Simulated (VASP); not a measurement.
Set up this calculation in VASP 6.6.1, as the native input.

```
Task                   : single point
Functional             : PBE
Potentials or basis    : VASP PAW PBE potentials, release 64 (W_sv)
Cutoff                 : 520 eV
k mesh                 : 20 × 20 × 20
Occupations            : gaussian, width 0.15 eV
Spin                   : no spin polarisation
Dipole correction      : no
Further INCAR settings : ALGO = Fast; EDIFF = 1e-07; NBANDS = 13
```

The structure of W lies in POSCAR:

```
W
1.0
   -1.5573675000      1.5573675000      1.6372325000
    1.5573675000     -1.5573675000      1.6372325000
    1.5573675000      1.5573675000     -1.6372325000
W
1
Direct
    0.0000000000      0.0000000000      0.0000000000
```

This cell differs from its parent crystal: strain -0.025 along x and y, +0.025 along z.

The input as run:

INCAR

```
PREC     = Accurate       # precision mode
ENCUT    = 520            # plane-wave cutoff, eV
EDIFF    = 1E-7           # SCF threshold, eV
ISMEAR   = 0              # smearing method
SIGMA    = 0.15           # smearing width, eV
LREAL    = False          # projectors in reciprocal space
LASPH    = True           # aspherical terms in the spheres
NELM     = 60             # most SCF steps
ALGO     = Fast           # electronic algorithm
ISIF     = 2              # what is computed and relaxed
LWAVE    = False          # write WAVECAR
LCHARG   = True           # write CHGCAR
GGA      = PE             # functional
LELF     = True           # ELF
LVHAR    = True         
NBANDS   = 13             # bands
```

KPOINTS

```
regular mesh
0
Gamma
  20 20 20
```

Potentials or basis: VASP PAW PBE potentials, release 64 (W_sv).

Run with:

```sh
$ cat potpaw_PBE.64/W_sv/POTCAR > POTCAR
$ mpirun -np 1 vasp_std > vasp.out
```

It gave:

```yaml
Pressure: 5.8 GPa
Band_gap_on_the_k_mesh: zero (bands 7 and 8 overlap by 5.94 eV)
```

Caveat: the cell differs from its parent crystal (strain -0.025 along x and y, +0.025 along z); the stress differs along the axes, from -5 to 11 GPa; spin-orbit coupling is left out, which moves the levels of the heavy elements.

Run time: 62 s on 1 thread of Intel(R) Xeon(R) Platinum 8488C (Sapphire Rapids), on a shared host, peak memory 0.23 GiB.
